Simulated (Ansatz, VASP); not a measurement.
## One calculation of Ir, two programs

File POSCAR:

```
Ir
1.0
    0.0000000000      1.9228496764      1.9228496764
    1.9228496764      0.0000000000      1.9228496764
    1.9228496764      1.9228496764      0.0000000000
Ir
1
Direct
    0.0000000000      0.0000000000      0.0000000000
```

INCAR.step1

```
ALGO = Normal ; EDIFF = 1E-5
ENCUT = 620 ; GGA = PE
GGA_COMPAT = False ; ISMEAR = 1
LASPH = True ; LCHARG = False
LREAL = False ; LWAVE = True
NBANDS = 14 ; NELM = 120
PREC = Accurate ; SIGMA = 1.0
```

INCAR.step2

```
ALGO = Normal ; EDIFF = 1E-6
ENCUT = 620 ; GGA_COMPAT = False
ISIF = 2 ; ISMEAR = 1
ISTART = 1 ; LASPH = True
LCHARG = True ; LELF = True
LMIXTAU = True ; LREAL = False
LVHAR = True ; LWAVE = False
METAGGA = R2SCAN ; NBANDS = 14
NELM = 120 ; PREC = Accurate
SIGMA = 1.0
```

File KPOINTS:

```
k-points
0
Gamma
  14 14 14
```

Input for Ansatz:

```yaml
crystal:
  lattice:
    - [0.0, 1.9228496764, 1.9228496764]
    - [1.9228496764, 0.0, 1.9228496764]
    - [1.9228496764, 1.9228496764, 0.0]
  atoms:
    - { symbol: Ir, position: [0.0, 0.0, 0.0] }
hamiltonian:
  xc: r2scan
  pseudopotentials:
    kind: paw
    azcp:
      Ir: "pseudopotentials/Ir.paw.azcp"
basis:
  ecutwfc: 500
  fft_grid_basis: typed
kpoints:
  mp_grid: { grid: [14, 14, 14], shift: [0, 0, 0] }
magnetization:
  spin_polarized: false
scf:
  occupations: { method: methfessel_paxton, width: 1.0 }
  lower_state_search: "off"
output:
  stress: true
```

Alike in both runs: task single point; functional r2SCAN; k mesh 14 × 14 × 14; occupations methfessel-paxton of order 1, width 1 eV; no spin polarisation.

|  | VASP | Ansatz |
| --- | --- | --- |
| version | VASP 6.6.1 | Ansatz 0.2.0 |
| potentials or method | VASP PAW PBE potentials, release 64 (Ir_sv_GW), cutoff 620 eV | plane waves (500 eV) with PAW, scalar-relativistic |
| valence electrons in the cell | 17 | 17 |

|  | VASP | Ansatz | Ansatz less VASP |
| --- | --- | --- | --- |
| pressure (GPa) | -1.1 | -0.2 | +0.93 |

VASP's potentials were made for PBE, not for r2SCAN. With one functional, cell and mesh, what is left measures potentials, basis and numerics.

Neither program's run includes spin-orbit coupling.
